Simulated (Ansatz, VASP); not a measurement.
Cu in VASP and in Ansatz

INCAR

```
SYSTEM = Cu
PREC = Accurate
ENCUT = 600
EDIFF = 1E-6
ISMEAR = -1
SIGMA = 0.1
LREAL = .FALSE.
LASPH = .TRUE.
NELM = 100
ALGO = Normal
ISIF = 3
LWAVE = .FALSE.
LCHARG = .FALSE.
GGA = CA
IBRION = 2
NSW = 80
EDIFFG = -0.01
```

KPOINTS

```
regular mesh
0
G
  15 15 15
  0 0 0
```

Contents of POSCAR:

```
Cu
1.0
    0.0000000000      1.8074800000      1.8074800000
    1.8074800000      0.0000000000      1.8074800000
    1.8074800000      1.8074800000      0.0000000000
Cu
1
Direct
    0.0000000000      0.0000000000      0.0000000000
```

Input for Ansatz:

```yaml
crystal:
  lattice:
    - [0.0, 1.80748, 1.80748]
    - [1.80748, 0.0, 1.80748]
    - [1.80748, 1.80748, 0.0]
  atoms:
    - { symbol: Cu, position: [0.0, 0.0, 0.0] }
hamiltonian:
  xc: lda
  pseudopotentials:
    kind: paw
    azcp:
      Cu: "pseudopotentials/Cu.paw.azcp"
basis:
  ecutwfc: 420
  fft_grid_basis: typed
kpoints:
  mp_grid: { grid: [15, 15, 15], shift: [0, 0, 0] }
magnetization:
  spin_polarized: false
scf:
  occupations: { method: fermi_dirac, width: 0.1 }
relax:
  max_steps: 60
  f_tol: 0.01
  cell: {}
```

Alike in both runs: task relaxation of cell and atoms; functional LDA; k mesh 15 × 15 × 15; occupations fermi-dirac, width 0.1 eV; no spin polarisation.

```csv
,VASP,Ansatz
version,VASP 6.6.1,Ansatz 0.2.0
potentials or method,"VASP PAW LDA potentials, release 64 (Cu), cutoff 600 eV","plane waves (420 eV) with PAW, scalar-relativistic"
valence electrons in the cell,11,19
```

VASP gave:

- relaxed volume (Å³/atom): 10.94
- relaxed cell length with the largest relative difference (Å): 2.491

**Question.** Estimate Ansatz's values.

**Answer.** Relaxed volume (Å³/atom): 10.88; relaxed cell length with the largest relative difference (Å): 2.487.

Ansatz warns that its potentials were made for another functional, while VASP's fit it. LDA's correlation is that of Perdew and Zunger in VASP and of Perdew and Wang (1992) in Ansatz. VASP's potentials hold 11 valence electrons a cell and Ansatz's 19, so a difference there can come from the potentials and not from the codes.
